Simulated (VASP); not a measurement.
# BaTe (P4/mmm) in VASP: further runs

BaTe is run at these levels: LDA; tasks: single point.

All numbers are computed with VASP 6.6.1; they aren't measurements. Logs are shortened: lines on timing, memory, paths and dates and some standing lists are left out, and cuts for length are marked.

## Step 1: The cell of the first run

Symmetry: P4/mmm, No. 123, tetragonal system. Conventional cell: a = 4.117 Å, b = 4.117 Å, c = 4.477 Å, α = 90.00°, β = 90.00°, γ = 90.00°. Ba (site symmetry 4/mmm) has 8 Te at 3.67 Å and 6 Ba at 4.12 to 4.48 Å within 4.8 Å. Te (site symmetry 4/mmm) has 8 Ba at 3.67 Å and 6 Te at 4.12 to 4.48 Å within 4.8 Å.

## Step 2: Single point, LDA (strain +0.0875 x Voigt [0, 0, 1, 0, 0, 0])

INCAR reads:

```
SYSTEM = BaTe
PREC     = Accurate       ! precision mode
ENCUT    = 520            ! plane-wave cutoff, eV
EDIFF    = 1E-7           ! SCF threshold, eV
ISMEAR   = 0              ! smearing method
SIGMA    = 0.05           ! smearing width, eV
LREAL    = .False.        ! projectors in reciprocal space
LASPH    = .True.         ! aspherical terms in the spheres
NELM     = 60             ! most SCF steps
ALGO     = Normal         ! electronic algorithm
ISIF     = 2              ! what is computed and relaxed
LWAVE    = .False.        ! write WAVECAR
LCHARG   = .False.        ! write CHGCAR
GGA      = CA             ! functional
NBANDS   = 15             ! bands
```

KPOINTS reads:

```
Automatic mesh
0
Gamma
  8 8 8
  0 0 0
```

POSCAR reads:

```
BaTe
1.0
    4.1166807260      0.0000000000      0.0000000000
    0.0000000000      4.1166807260      0.0000000000
    0.0000000000      0.0000000000      4.4768902895
Ba Te
1 1
Direct
    0.0000000000      0.0000000000      0.0000000000
    0.5000000000      0.5000000000      0.5000000000
```

Potentials or basis: VASP PAW LDA potentials, release 64 (Ba_sv, Te).

The run is started by

```sh
$ cat potpaw_LDA.64/Ba_sv/POTCAR potpaw_LDA.64/Te/POTCAR > POTCAR
$ mpirun -np 1 vasp_std > vasp.out
```

OUTCAR:

```text
SYSTEM = BaTe
   PREC = Accurate
   ENCUT = 520
   EDIFF = 1E-7
   ISMEAR = 0
   LREAL = .False.
   LASPH = .True.
   NELM = 60
   ISIF = 2
   GGA = CA

 ion  position               nearest neighbor table
   1  0.000  0.000  0.000-   2 3.67   2 3.67   2 3.67   2 3.67   2 3.67   2 3.67   2 3.67   2 3.67

   2  0.500  0.500  0.500-   1 3.67   1 3.67   1 3.67   1 3.67   1 3.67   1 3.67   1 3.67   1 3.67

  LATTYP: Found a simple tetragonal cell.
 ALAT       =     4.1166807260
 C/A-ratio  =     1.0875000000

  Lattice vectors:

 A1 = (   4.1166807260,   0.0000000000,   0.0000000000)
 A2 = (   0.0000000000,   4.1166807260,   0.0000000000)
 A3 = (   0.0000000000,   0.0000000000,   4.4768902895)

Analysis of symmetry for initial positions (statically):
=====================================================================
 Subroutine PRICEL returns:
 Original cell was already a primitive cell.

 Routine SETGRP: Setting up the symmetry group for a
 simple tetragonal supercell.

 Subroutine GETGRP returns: Found 16 space group operations
 (whereof 16 operations were pure point group operations)
 out of a pool of 16 trial point group operations.

The static configuration has the point symmetry D_4h.

Analysis of symmetry for dynamics (positions and initial velocities):
=====================================================================
 Subroutine PRICEL returns:
 Original cell was already a primitive cell.

 Routine SETGRP: Setting up the symmetry group for a
 simple tetragonal supercell.

 Subroutine GETGRP returns: Found 16 space group operations
 (whereof 16 operations were pure point group operations)
 out of a pool of 16 trial point group operations.

The dynamic configuration has the point symmetry D_4h.

 Subroutine INISYM returns: Found 16 space group operations
 (whereof 16 operations are pure point group operations),
 and found     1 'primitive' translations

----------------------------------------------------------------------------------------

                                     Primitive cell

  volume of cell :      75.8701

  direct lattice vectors                    reciprocal lattice vectors
     4.116680726  0.000000000  0.000000000     0.242914150  0.000000000  0.000000000
     0.000000000  4.116680726  0.000000000     0.000000000  0.242914150  0.000000000
     0.000000000  0.000000000  4.476890290     0.000000000  0.000000000  0.223369333

  length of vectors
     4.116680726  4.116680726  4.476890290     0.242914150  0.242914150  0.223369333

  position of ions in fractional coordinates (direct lattice)
     0.000000000  0.000000000  0.000000000
     0.500000000  0.500000000  0.500000000

  ion indices of the primitive-cell ions
   primitive index   ion index
                 1           1
                 2           2

----------------------------------------------------------------------------------------

 KPOINTS: Automatic mesh

Automatic generation of k-mesh.
 Grid dimensions read from file:
 generate k-points for:    8    8    8

 Generating k-lattice:

  Cartesian coordinates                     Fractional coordinates (reciprocal lattice)
     0.030364269  0.000000000  0.000000000     0.125000000  0.000000000  0.000000000
     0.000000000  0.030364269  0.000000000     0.000000000  0.125000000  0.000000000
     0.000000000  0.000000000  0.027921167     0.000000000  0.000000000  0.125000000

  Length of vectors
     0.030364269  0.030364269  0.027921167

  Shift w.r.t. Gamma in fractional coordinates (k-lattice)
     0.000000000  0.000000000  0.000000000

 Subroutine IBZKPT returns following result:
 ===========================================

 Found     75 irreducible k-points:

 Following reciprocal coordinates:
            Coordinates               Weight
  0.000000  0.000000  0.000000      1.000000
  0.125000  0.000000  0.000000      4.000000
  0.250000  0.000000  0.000000      4.000000
  0.375000  0.000000  0.000000      4.000000
  0.500000  0.000000  0.000000      2.000000
  0.125000  0.125000  0.000000      4.000000
[... 16 lines left out ...]
  0.375000  0.125000  0.125000     16.000000
  0.500000  0.125000  0.125000      8.000000
 [... further k-points ...]
   k-points           NKPTS =     75   k-points in BZ     NKDIM =     75   number of bands    NBANDS=     15
   number of dos      NEDOS =    301   number of ions     NIONS =      2
   total plane-waves  NPLWV =  36864
   dimension x,y,z NGX =    32 NGY =   32 NGZ =   36
   dimension x,y,z NGXF=    64 NGYF=   64 NGZF=   72
   ions per type =               1   1
   NGX,Y,Z   is equivalent  to a cutoff of  12.92, 12.92, 13.37 a.u.
   NGXF,Y,Z  is equivalent  to a cutoff of  25.85, 25.85, 26.74 a.u.
 SYSTEM =  BaTe
   PREC   = accura    normal or accurate (medium, high low for compatibility)
   ISTART =      0    job   : 0-new  1-cont  2-samecut
   ICHARG =      2    charge: 1-file 2-atom 10-const
   ISPIN  =      1    spin polarized calculation?
   LNONCOLLINEAR =      F non collinear calculations
   LSORBIT =      F    spin-orbit coupling
   LASPH  =      T    aspherical Exc in radial PAW
   ENCUT  =  520.0 eV  38.22 Ry    6.18 a.u.   7.65  7.65  8.32*2*pi/ulx,y,z
   NELM   =     60;   NELMIN=  2; NELMDL= -5     # of ELM steps
   EDIFF  = 0.1E-06   stopping-criterion for ELM
   LREAL  =      F    real-space projection
   EDIFFG = 0.1E-05   stopping-criterion for IOM
   NSW    =      0    number of steps for IOM
   IBRION =     -1    ionic relax: 0-MD 1-quasi-New 2-CG
   NFREE  =      0    steps in history (QN), initial steepest desc. (CG)
   ISIF   =      2    stress and relaxation
   ISYM   =      2    0-nonsym 1-usesym 2-fastsym
   POTIM  = 0.5000    time-step for ionic-motion
   TEBEG  =    0.0;   TEEND  =   0.0 temperature during run
   PSTRESS=    0.0 pullay stress
   NELECT =      16.0000    total number of electrons
   NUPDOWN=      -1.0000    fix difference up-down
   EMIN   =  10.00;   EMAX   =-10.00  energy-range for DOS
   EFERMI =   0.00;   METHOD = LEGACY
   ISMEAR =     0;   SIGMA  =   0.05  broadening in eV -4-tet -1-fermi 0-gaus
   EFERMI_NEDOS =   21; number of points for ismear=-14 and -15
   IALGO  =     38    algorithm
   IMIX   =      4    mixing-type and parameters
     AMIX     =   0.40;   BMIX     =  1.00
     AMIX_MAG =   1.60;   BMIX_MAG =  1.00
  volume/ion in A,a.u.               =      37.94       256.00
  Fermi-wavevector in a.u.,A,eV,Ry     =   0.974446  1.841436 12.919350  0.949545
  Thomas-Fermi vector in A             =   2.104907
   LORBIT       =      0    0 simple, 1 ext, 2 COOP (PROOUT), +10 PAW based schemes
   GGA     = CA    functional components
   LHFCALC =     F    Hartree Fock is set to
   AEXX    =    0.0000 exact exchange contribution
   IVDW    =     0    specifies the selected vdW correction
   LEPSILON=     F    determine dielectric tensor
   LRPA    =     F    only Hartree local field effects (RPA)
 non-spin polarized calculation
 Gauss-broadening in eV      SIGMA  =   0.05
  energy-cutoff  :      520.00
  volume of cell :       75.87
 maximum number of plane-waves:      2070
 NGX is ok and might be reduce to    32
   NGX = 15   NGY = 15   NGZ = 17

 number of electron      16.0000000 magnetization

 Free energy of the ion-electron system (eV)
  ---------------------------------------------------
  ext. energy  EPLUGINS =         0.00000000
  ---------------------------------------------------
  free energy    TOTEN  =        -9.26149795 eV

  energy without entropy =       -9.26149651  energy(sigma->0) =       -9.26149723

 E-fermi :   4.1430     XC(G=0):  -9.1394

 val. band max:        4.0311816760   @ k =   0.5000   0.0000   0.5000
 cond. band min:       4.2475187472   @ k =   0.0000   0.0000   0.0000
 fundamental gap:      0.2163370712
 Fermi energy:         4.1430204529

 k-point     1 :       0.0000    0.0000    0.0000
  band No.  band energies     occupation
      1     -24.2691      2.00000
      2      -9.3497      2.00000
      3      -9.2783      2.00000
      4      -9.2783      2.00000
      5      -6.7078      2.00000
      6       2.9655      2.00000
      7       3.6628      2.00000
      8       3.6628      2.00000
      9       4.2475      0.00312
     10       4.3983      0.00000
     11       6.1245      0.00000
     12       8.1536      0.00000
     13       8.1536      0.00000
     14       8.6827      0.00000
     15      11.8348      0.00000

 k-point     2 :       0.1250    0.0000    0.0000
  band No.  band energies     occupation
      1     -24.2632      2.00000
      2      -9.4003      2.00000
      3      -9.3383      2.00000
      4      -9.2690      2.00000
      5      -6.5813      2.00000
      6       2.7446      2.00000
      7       2.8753      2.00000
      8       3.6067      2.00000
      9       4.3856      0.00000
     10       4.9362      0.00000
     11       6.8579      0.00000
     12       8.1881      0.00000
     13       8.2150      0.00000
     14       8.6354      0.00000
     15      11.3709      0.00000

 k-point     3 :       0.2500    0.0000    0.0000
  band No.  band energies     occupation
      1     -24.2490      2.00000
      2      -9.6633      2.00000
      3      -9.3107      2.00000
      4      -9.2463      2.00000
      5      -6.2894      2.00000
      6       1.5245      2.00000
      7       2.6593      2.00000
      8       3.4639      2.00000
      9       4.6807      0.00000
     10       6.0180      0.00000
     11       8.0220      0.00000
     12       8.3755      0.00000
     13       8.3864      0.00000
     14       8.6430      0.00000
     15      10.0535      0.00000

 k-point     4 :       0.3750    0.0000    0.0000
  band No.  band energies     occupation
      1     -24.2346      2.00000
      2      -9.8953      2.00000
      3      -9.2828      2.00000
      4      -9.2234      2.00000
      5      -5.9986      2.00000
      6       0.6298      2.00000
      7       2.4474      2.00000
      8       3.3132      2.00000
      9       5.0357      0.00000
     10       7.4708      0.00000
     11       8.5578      0.00000
     12       8.8329      0.00000
     13       8.8331      0.00000
     14       8.8407      0.00000
     15       9.0664      0.00000
[... 307 lines left out ...]
 k-point    22 :       0.2500    0.1250    0.1250
  band No.  band energies     occupation
      1     -24.2411      2.00000
      2      -9.6322      2.00000
      3      -9.3621      2.00000
      4      -9.3295      2.00000
      5      -6.2001      2.00000
      6       1.6359      2.00000
      7       2.3838      2.00000
      8       2.9333      2.00000
      9       5.3013      0.00000
     10       6.3427      0.00000
     11       7.1041      0.00000
     12       8.1539      0.00000
     13       8.4828      0.00000
     14       9.3577      0.00000
     15      10.8423      0.00000

 k-point    23 :       0.3750    0.1250    0.1250
  band No.  band energies     occupation
      1     -24.2269      2.00000
      2      -9.8462      2.00000
      3      -9.3250      2.00000
      4      -9.3027      2.00000
      5      -6.0024      2.00000
      6       0.8816      2.00000
      7       2.2814      2.00000
      8       3.0503      2.00000
      9       5.4321      0.00000
     10       6.9449      0.00000
     11       7.4005      0.00000
     12       8.4756      0.00000
     13       8.8379      0.00000
     14       9.3001      0.00000
     15      10.0255      0.00000

 k-point    24 :       0.5000    0.1250    0.1250
  band No.  band energies     occupation
      1     -24.2210      2.00000
      2      -9.9304      2.00000
      3      -9.3087      2.00000
      4      -9.2915      2.00000
      5      -5.9196      2.00000
      6       0.5990      2.00000
      7       2.2282      2.00000
      8       3.1012      2.00000
      9       5.5116      0.00000
     10       7.1284      0.00000
     11       7.2879      0.00000
     12       8.9882      0.00000
     13       9.0594      0.00000
     14       9.5055      0.00000
     15      10.1053      0.00000

 [... further k-points ...]

------------------------ aborting loop because EDIFF is reached ----------------------------------------

  FORCE on cell =-STRESS in cart. coord.  units (eV):
  Direction    XX          YY          ZZ          XY          YZ          ZX
  --------------------------------------------------------------------------------------
  -------------------------------------------------------------------------------------
  Total       -0.1477119     -0.1477119     -2.9736973      0.0000000      0.0000000     -0.0000000
  in kB       -3.1192868     -3.1192868    -62.7966569      0.0000000      0.0000000     -0.0000000
  external PRESSURE =     -23.0117435 kB  Pullay stress =       0.0000000 kB

 VOLUME and BASIS-vectors are now :
 -----------------------------------------------------------------------------
  energy-cutoff  :      520.00
  volume of cell :       75.87
      direct lattice vectors                 reciprocal lattice vectors
     4.116680726  0.000000000  0.000000000     0.242914150  0.000000000  0.000000000
     0.000000000  4.116680726  0.000000000     0.000000000  0.242914150  0.000000000
     0.000000000  0.000000000  4.476890290     0.000000000  0.000000000  0.223369333

 POSITION                                       TOTAL-FORCE (eV/Angst)
 -----------------------------------------------------------------------------------
      0.00000      0.00000      0.00000         0.000000      0.000000      0.000000
      2.05834      2.05834      2.23845         0.000000      0.000000      0.000000
 -----------------------------------------------------------------------------------
    total drift:                                0.000000      0.000000     -0.000000

  FREE ENERGIE OF THE ION-ELECTRON SYSTEM (eV)
  ---------------------------------------------------
  free  energy   TOTEN  =        -9.2614979474 eV

  energy  without entropy=       -9.2614965088  energy(sigma->0) =       -9.26149723
```

It took 2 min on 1 thread of AMD EPYC 7R13 (Zen 3), shared host; peak memory 0.19 GiB.

What came out:

- Free energy: -9.2615 eV
- Pressure: -2.3 GPa
- Band gap on the k mesh: 0.22 eV, indirect (least direct gap 0.44 eV)

Caveat: the cell differs from its parent crystal (strain +0.0875 x Voigt [0, 0, 1, 0, 0, 0]); spin-orbit coupling is left out, which moves the levels of the heavy elements. A k mesh can miss the band edges.

## Step 3: Single point, LDA (strain +0.1000 x Voigt [0, 0, 1, 0, 0, 0])

INCAR reads:

```
ALGO = Normal
EDIFF = 1E-6
ENCUT = 520
ISIF = 2
ISMEAR = 0
LASPH = T
LCHARG = F
LREAL = F
LWAVE = F
NBANDS = 15
NELM = 80
PREC = Accurate
SIGMA = 0.05
```

KPOINTS reads:

```
k-points
0
Gamma
  8 8 8
```

Edit POSCAR of step 2 so:

```diff
@@ -4,3 +4,3 @@
     0.0000000000      4.1166807260      0.0000000000
-    0.0000000000      0.0000000000      4.4768902895
+    0.0000000000      0.0000000000      4.5283487986
 Ba Te
```

Potentials or basis: VASP PAW LDA potentials, release 64 (Ba_sv, Te).

The run is started by

```sh
$ cat potpaw_LDA.64/Ba_sv/POTCAR potpaw_LDA.64/Te/POTCAR > POTCAR
$ mpirun -np 1 vasp_std > vasp.out
```

It took 1.9 min on 1 thread of AMD EPYC 7R13 (Zen 3), shared host; peak memory 0.19 GiB.

The run converged. Its results:

| Quantity | Value |
| --- | --- |
| Free energy | -9.2251 eV |
| Pressure | -2.6 GPa |
| Band gap on the k mesh | 0.17 eV, indirect (least direct gap 0.39 eV) |

Stress tensor (GPa, compression positive):
```
-0.38  0.00  0.00
 0.00 -0.38  0.00
 0.00  0.00 -7.09
```

Levels at points of the mesh, in eV from the valence-band top:
| k point | band 4 | band 5 | band 6 | band 7 | band 8 | band 9 | band 10 | band 11 | band 12 | band 13 |
| --- | --- | --- | --- | --- | --- | --- | --- | --- | --- | --- |
| (0.00, 0.00, 0.00) | -13.37 | -10.74 | -1.15 | -0.37 | -0.37 | 0.17 | 0.35 | 2.02 | 4.04 | 4.04 |
| (0.50, 0.00, 0.00) | -13.31 | -9.93 | -3.72 | -1.74 | -0.75 | 1.16 | 4.10 | 4.54 | 4.83 | 4.89 |
| (0.50, 0.50, 0.00) | -13.31 | -10.02 | -2.33 | -2.33 | -0.69 | 0.82 | 1.46 | 2.04 | 2.04 | 6.30 |
| (0.00, 0.00, 0.50) | -13.34 | -10.03 | -3.78 | -0.92 | -0.92 | 0.87 | 3.75 | 4.63 | 4.69 | 4.86 |
| (0.50, 0.00, 0.50) | -13.29 | -10.22 | -2.49 | -2.20 | 0.00 | 0.39 | 2.42 | 2.62 | 3.04 | 5.19 |
| (0.50, 0.50, 0.50) | -13.52 | -9.76 | -3.23 | -3.23 | -3.20 | 4.16 | 4.52 | 4.52 | 5.55 | 5.57 |

Caveat: the cell differs from its parent crystal (strain +0.1000 x Voigt [0, 0, 1, 0, 0, 0]); spin-orbit coupling is left out, which moves the levels of the heavy elements. A k mesh can miss the band edges.
